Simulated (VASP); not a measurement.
Write the native input for VASP 6.6.1 that does the following.

| Quantity | Value |
| --- | --- |
| Task | single point |
| Functional | PBE |
| Potentials or basis | VASP PAW PBE potentials, release 64 (Na_pv, S) |
| Cutoff | 500 eV |
| k mesh | 6 × 6 × 6 |
| Occupations | gaussian, width 0.01 eV |
| Spin | no spin polarisation |
| Dipole correction | no |
| Further INCAR settings | ALGO = Normal; EDIFF = 1e-06; NBANDS = 17 |

The structure of Na2S lies in POSCAR:

```
Na2S
1.0
    0.0000000000      3.2840056465      3.2840056465
    3.2840056465      0.0000000000      3.2840056465
    3.2840056465      3.2840056465      0.0000000000
Na S
2 1
Direct
    0.2500000000      0.2500000000      0.2500000000
    0.7500000000      0.7500000000      0.7500000000
    0.0000000000      0.0000000000      0.0000000000
```

One way to write it, as run:

INCAR

```
  PREC = Accurate
  ENCUT = 500
  EDIFF = 1E-6
  ISMEAR = 0
  SIGMA = 0.01
  LREAL = False
  LASPH = True
  NELM = 120
  ALGO = Normal
  ISIF = 2
  LWAVE = False
  LCHARG = False
  GGA = PE
  NBANDS = 17
  GGA_COMPAT = False
```

KPOINTS

```
regular mesh
0
Gamma
  6 6 6
```

Potentials or basis: VASP PAW PBE potentials, release 64 (Na_pv, S).

Command:

```console
$ cat potpaw_PBE.64/Na_pv/POTCAR potpaw_PBE.64/S/POTCAR > POTCAR
$ mpirun -np 1 vasp_std > vasp.out
```

Results of the run:

```json
{"Pressure": "0.0 GPa", "Band gap on the k mesh": "2.44 eV, direct"}
```

Wall time 22 s on 1 thread of Intel(R) Xeon(R) Platinum 8259CL CPU @ 2.50GHz (Skylake/Cascade Lake), on a shared host, peak memory 0.19 GiB.
